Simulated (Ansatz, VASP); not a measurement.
Rh2Au in VASP and in Ansatz

```
CELL_PARAMETERS angstrom
0.00000 2.80008 0.00000
2.80008 0.00000 0.00000
1.40004 1.40004 -5.89992
ATOMIC_POSITIONS crystal
Rh 0.32366 0.32366 0.35268
Rh 0.67634 0.67634 0.64732
Au 0.00000 0.00000 0.00000
```

Alike in both runs: functional PBE; k mesh 6 × 6 × 6; no spin polarisation.

Ansatz relaxed the structure, and its values are those at the end. VASP's run is a single point on that final structure, the one shown.

|  | VASP | Ansatz |
| --- | --- | --- |
| version | VASP 6.6.1 | Ansatz 0.2.0 |
| potentials or method | VASP PAW PBE potentials, release 64 (Rh_pv, Au), cutoff 520 eV | PAW plane waves |
| occupations | fermi-dirac, width 0.1 eV | fermi-dirac |
| valence electrons in the cell | 41 | 53 |

|  | VASP | Ansatz | Ansatz less VASP |
| --- | --- | --- | --- |
| gap on the k mesh at the Fermi level (eV) | none | none | - |
| pressure (GPa) | -0.1 | 0.0 | +0.09 |

A gap of «none» marks a metal or a gap that the smearing closes. VASP's potentials hold 41 valence electrons a cell and Ansatz's 53, so a difference there can come from the potentials and not from the codes.

The k mesh is coarse, so the values compare programs but aren't converged. Neither program's run includes spin-orbit coupling.
